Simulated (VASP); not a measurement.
# Ti (I4/mmm) in VASP: further runs, part 2 of 2

VASP 6.6.1.

### Step 3. Single point, PBE

File INCAR:

```
PREC     = Accurate       # precision mode
ENCUT    = 520            # plane-wave cutoff, eV
EDIFF    = 1E-6           # SCF threshold, eV
ISMEAR   = 0              # smearing method
SIGMA    = 0.15           # smearing width, eV
LREAL    = False          # projectors in reciprocal space
LASPH    = True           # aspherical terms in the spheres
NELM     = 80             # most SCF steps
ALGO     = Fast           # electronic algorithm
ISIF     = 2              # what is computed and relaxed
LWAVE    = False          # write WAVECAR
LCHARG   = False          # write CHGCAR
GGA      = PE             # functional
NBANDS   = 12             # bands
```

File KPOINTS:

```
regular mesh
0
Gamma
  22 22 22
```

File POSCAR:

```
Ti
1.0
   -1.6872494890      1.6872494890      1.5522695298
    1.6872494890     -1.6872494890      1.5522695298
    1.6872494890      1.6872494890     -1.5522695298
Ti
1
Direct
    0.0000000000      0.0000000000      0.0000000000
```

Potentials or basis: VASP PAW PBE potentials, release 64 (Ti_sv).

On the command line:

```sh
$ cat potpaw_PBE.64/Ti_sv/POTCAR > POTCAR
$ mpirun -np 1 vasp_std > vasp.out
```

OUTCAR:

```text
PREC = Accurate
   ENCUT = 520
   EDIFF = 1E-6
   ISMEAR = 0
   LREAL = False
   LASPH = True
   NELM = 80
   ISIF = 2
   GGA = PE

 ion  position               nearest neighbor table
   1  0.000  0.000  0.000-

  LATTYP: Found a body centered tetragonal cell.
 ALAT       =     3.3744989780
 C/A-ratio  =     0.9200000000

  Lattice vectors:

 A1 = (  -1.6872494890,   1.6872494890,   1.5522695298)
 A2 = (   1.6872494890,  -1.6872494890,   1.5522695298)
 A3 = (   1.6872494890,   1.6872494890,  -1.5522695298)
[... 540 lines left out ...]
     12      21.0899      0.00000

 [... further k-points ...]

------------------------ aborting loop because EDIFF is reached ----------------------------------------

  FORCE on cell =-STRESS in cart. coord.  units (eV):
  Direction    XX          YY          ZZ          XY          YZ          ZX
  --------------------------------------------------------------------------------------
  -------------------------------------------------------------------------------------
  Total       -0.1996731     -0.1996731     -0.4427456      0.0000000      0.0000000     -0.0000000
  in kB      -18.0985738    -18.0985738    -40.1309227      0.0000000      0.0000000     -0.0000000
  external PRESSURE =     -25.4426901 kB  Pullay stress =       0.0000000 kB

 VOLUME and BASIS-vectors are now :
 -----------------------------------------------------------------------------
  energy-cutoff  :      520.00
  volume of cell :       17.68
      direct lattice vectors                 reciprocal lattice vectors
    -1.687249489  1.687249489  1.552269530     0.000000000  0.296340288  0.322109009
     1.687249489 -1.687249489  1.552269530     0.296340288  0.000000000  0.322109009
     1.687249489  1.687249489 -1.552269530     0.296340288  0.296340288  0.000000000

 POSITION                                       TOTAL-FORCE (eV/Angst)
 -----------------------------------------------------------------------------------
      0.00000      0.00000      0.00000        -0.000000      0.000000     -0.000000
 -----------------------------------------------------------------------------------
    total drift:                                0.000000      0.000000      0.000000

  FREE ENERGIE OF THE ION-ELECTRON SYSTEM (eV)
  ---------------------------------------------------
  free  energy   TOTEN  =        -7.7416009120 eV

  energy  without entropy=       -7.7154933757  energy(sigma->0) =       -7.72854714
```

OSZICAR:

```text
N       E                     dE             d eps       ncg     rms          rms(c)
DAV:   1     0.866815351434E+02    0.86682E+02   -0.65584E+03 20060   0.120E+03
DAV:   2    -0.446563252632E+01   -0.91147E+02   -0.88810E+02 20484   0.295E+02
DAV:   3    -0.871089537225E+01   -0.42453E+01   -0.41950E+01 28040   0.650E+01
[... 12 lines left out ...]
RMM:  16    -0.774159162206E+01   -0.67000E-05   -0.80107E-05 27704   0.641E-02    0.793E-03
RMM:  17    -0.774159583964E+01   -0.42176E-05   -0.37450E-05 24348   0.375E-02    0.221E-03
RMM:  18    -0.774159870799E+01   -0.28683E-05   -0.24836E-05 21190   0.232E-02    0.827E-04
RMM:  19    -0.774160019698E+01   -0.14890E-05   -0.13850E-05 18823   0.162E-02    0.776E-04
RMM:  20    -0.774160091198E+01   -0.71500E-06   -0.76416E-06 17960   0.120E-02
   1 F= -.77416009E+01 E0= -.77285471E+01  d E =-.261075E-01
```

Run time: 2.5 min. Hardware: 1 thread of Intel Xeon Platinum 8488C (Sapphire Rapids), shared host; peak memory 0.28 GiB.

Results:

* Free energy: -7.7416 eV
* Pressure: -2.5 GPa
* Band gap on the k mesh: zero (bands 6 and 7 overlap by 1.50 eV)

Levels at points of the mesh, in eV from the Fermi level:
| k point | band 3 | band 4 | band 5 | band 6 | band 7 | band 8 | band 9 | band 10 |
| --- | --- | --- | --- | --- | --- | --- | --- | --- |
| (0.00, 0.00, 0.00) | -32.47 | -32.47 | -5.93 | 0.57 | 1.19 | 1.19 | 2.26 | 2.97 |
| (0.50, 0.00, 0.00) | -32.68 | -32.50 | -2.42 | -0.62 | 1.28 | 2.65 | 3.30 | 4.14 |
| (0.50, 0.50, 0.00) | -32.64 | -32.45 | -2.44 | 0.10 | 0.71 | 2.17 | 2.81 | 4.08 |
| (0.50, 0.50, 0.50) | -32.94 | -32.84 | -2.16 | -1.97 | 3.76 | 3.76 | 3.90 | 7.45 |

### Step 4. Single point, PBE

File INCAR:

```
SYSTEM = Ti
PREC     = Accurate       ! precision mode
ENCUT    = 520            ! plane-wave cutoff, eV
EDIFF    = 1E-6           ! SCF threshold, eV
ISMEAR   = 0              ! smearing method
SIGMA    = 0.15           ! smearing width, eV
LREAL    = .FALSE.        ! projectors in reciprocal space
LASPH    = .TRUE.         ! aspherical terms in the spheres
NELM     = 100            ! most SCF steps
ALGO     = Fast           ! electronic algorithm
ISIF     = 2              ! what is computed and relaxed
LWAVE    = .FALSE.        ! write WAVECAR
LCHARG   = .FALSE.        ! write CHGCAR
GGA      = PE             ! functional
NBANDS   = 12             ! bands
```

File KPOINTS:

```
regular mesh
0
G
  22 22 22
  0 0 0
```

File POSCAR:

```
Ti
1.0
   -1.5896847914      1.5896847914      1.7486532705
    1.5896847914     -1.5896847914      1.7486532705
    1.5896847914      1.5896847914     -1.7486532705
Ti
1
Direct
    0.0000000000      0.0000000000      0.0000000000
```

On the command line:

```sh
$ cat potpaw_PBE.64/Ti_sv/POTCAR > POTCAR
$ mpirun -np 1 vasp_std > vasp.out
```

Run time: 2.2 min. Hardware: 1 thread of Intel Xeon Platinum 8488C (Sapphire Rapids), shared host; peak memory 0.28 GiB.

The run converged. Its results:

| Property | Result |
| --- | --- |
| Free energy | -7.7412 eV |
| Pressure | -2.4 GPa |
| Band gap on the k mesh | zero (bands 6 and 7 overlap by 1.55 eV) |

Stress tensor (GPa, compression positive):
```
-3.11  0.00  0.00
 0.00 -3.11  0.00
 0.00  0.00 -1.07
```

Levels at points of the mesh, in eV from the Fermi level:
```tsv
k point	band 2	band 3	band 4	band 5	band 6	band 7	band 8	band 9	band 10	band 11
(0.00, 0.00, 0.00)	-32.49	-32.49	-32.48	-5.94	0.78	0.78	1.39	2.24	2.94	16.30
(0.50, 0.00, 0.00)	-33.12	-32.67	-32.48	-2.44	-0.12	0.88	2.18	3.08	4.05	8.34
(0.50, 0.50, 0.00)	-33.11	-32.71	-32.53	-2.44	-0.89	1.50	3.09	3.20	4.18	9.02
(0.50, 0.50, 0.50)	-32.99	-32.88	-32.88	-2.19	-1.94	3.69	3.85	3.85	6.51	9.12
```

### Step 5. Single point, PBE

This run uses another cell than the first one, of the same volume but with other edges.

File INCAR:

```
SYSTEM = Ti
PREC = Accurate
ENCUT = 520
EDIFF = 1E-6
ISMEAR = 0
SIGMA = 0.15
LREAL = .False.
LASPH = .True.
NELM = 60
ALGO = Fast
ISIF = 2
LWAVE = .False.
LCHARG = .False.
GGA = PE
NBANDS = 12
```

File KPOINTS:

```
regular mesh
0
Gamma
  22 22 22
  0 0 0
```

File POSCAR:

```
Ti
1.0
   -1.8943961198      1.8943961198      1.2313574779
    1.8943961198     -1.8943961198      1.2313574779
    1.8943961198      1.8943961198     -1.2313574779
Ti
1
Direct
    0.0000000000      0.0000000000      0.0000000000
```

Potentials or basis: VASP PAW PBE potentials, release 64 (Ti_sv).

On the command line:

```sh
$ cat potpaw_PBE.64/Ti_sv/POTCAR > POTCAR
$ mpirun -np 1 vasp_std > vasp.out
```

OUTCAR:

```text
SYSTEM = Ti
   PREC = Accurate
   ENCUT = 520
   EDIFF = 1E-6
   ISMEAR = 0
   LREAL = .False.
   LASPH = .True.
   NELM = 60
   ISIF = 2
   GGA = PE

 ion  position               nearest neighbor table
   1  0.000  0.000  0.000-

  LATTYP: Found a body centered tetragonal cell.
 ALAT       =     3.7887922396
 C/A-ratio  =     0.6500000000

  Lattice vectors:

 A1 = (  -1.8943961198,   1.8943961198,   1.2313574779)
 A2 = (   1.8943961198,  -1.8943961198,   1.2313574779)
 A3 = (   1.8943961198,   1.8943961198,  -1.2313574779)
[... 541 lines left out ...]

 [... further k-points ...]

------------------------ aborting loop because EDIFF is reached ----------------------------------------

  FORCE on cell =-STRESS in cart. coord.  units (eV):
  Direction    XX          YY          ZZ          XY          YZ          ZX
  --------------------------------------------------------------------------------------
  -------------------------------------------------------------------------------------
  Total       -0.9036825     -0.9036825      1.5223095      0.0000000     -0.0000000      0.0000000
  in kB      -81.9107121    -81.9107121    137.9837075      0.0000000     -0.0000000      0.0000000
  external PRESSURE =      -8.6125722 kB  Pullay stress =       0.0000000 kB

 VOLUME and BASIS-vectors are now :
 -----------------------------------------------------------------------------
  energy-cutoff  :      520.00
  volume of cell :       17.68
      direct lattice vectors                 reciprocal lattice vectors
    -1.894396120  1.894396120  1.231357478     0.000000000  0.263936351  0.406055925
     1.894396120 -1.894396120  1.231357478     0.263936351  0.000000000  0.406055925
     1.894396120  1.894396120 -1.231357478     0.263936351  0.263936351  0.000000000

 POSITION                                       TOTAL-FORCE (eV/Angst)
 -----------------------------------------------------------------------------------
      0.00000      0.00000      0.00000         0.000000      0.000000      0.000000
 -----------------------------------------------------------------------------------
    total drift:                                0.000000      0.000000     -0.000000

  FREE ENERGIE OF THE ION-ELECTRON SYSTEM (eV)
  ---------------------------------------------------
  free  energy   TOTEN  =        -7.5146813593 eV

  energy  without entropy=       -7.5033036153  energy(sigma->0) =       -7.50899249
```

OSZICAR:

```text
N       E                     dE             d eps       ncg     rms          rms(c)
DAV:   1     0.889313867864E+02    0.88931E+02   -0.65868E+03 20076   0.120E+03
DAV:   2    -0.365526531107E+01   -0.92587E+02   -0.89912E+02 20504   0.296E+02
DAV:   3    -0.810435220709E+01   -0.44491E+01   -0.43829E+01 27492   0.665E+01
[... 13 lines left out ...]
RMM:  17    -0.751467734503E+01   -0.12702E-05   -0.44634E-05 28755   0.617E-02    0.432E-02
RMM:  18    -0.751467827266E+01   -0.92763E-06   -0.28623E-05 28180   0.534E-02    0.205E-02
RMM:  19    -0.751467944766E+01   -0.11750E-05   -0.17531E-05 25606   0.398E-02    0.410E-03
RMM:  20    -0.751468063805E+01   -0.11904E-05   -0.75316E-06 20656   0.212E-02    0.125E-03
RMM:  21    -0.751468135935E+01   -0.72130E-06   -0.50979E-06 18103   0.135E-02
   1 F= -.75146814E+01 E0= -.75089925E+01  d E =-.113777E-01
```

Wall time 2.3 min (1 thread of Intel Xeon Platinum 8488C (Sapphire Rapids), shared host); peak memory 0.28 GiB.

What came out:

* Free energy: -7.5147 eV
* Pressure: -0.9 GPa
* Band gap on the k mesh: zero (bands 6 and 7 overlap by 0.73 eV)

Stress tensor (GPa, compression positive):
```
-8.19  0.00  0.00
 0.00 -8.19  0.00
 0.00  0.00 13.80
```

### Step 6. The runs side by side

```tsv
cell	gap on the mesh (eV)	pressure (GPa)
a = 2.888 Å, angles 117.3, 117.3, 94.8°, 1 atom	none	-1.9
a = 2.847 Å, angles 107.3, 107.3, 113.9°, 1 atom	none	-2.5
a = 2.848 Å, angles 112.1, 112.1, 104.2°, 1 atom	none	-2.4
a = 2.949 Å, angles 100.0, 100.0, 130.6°, 1 atom	none	-0.9
```

Alike in all rows: task single point; level PBE; potentials or basis VASP PAW PBE potentials, release 64 (Ti_sv); no spin polarisation; k mesh 22 × 22 × 22; cutoff (eV) 520; smearing gaussian 0.15 eV.

Absolute energies hang on the potentials; compare differences alone.
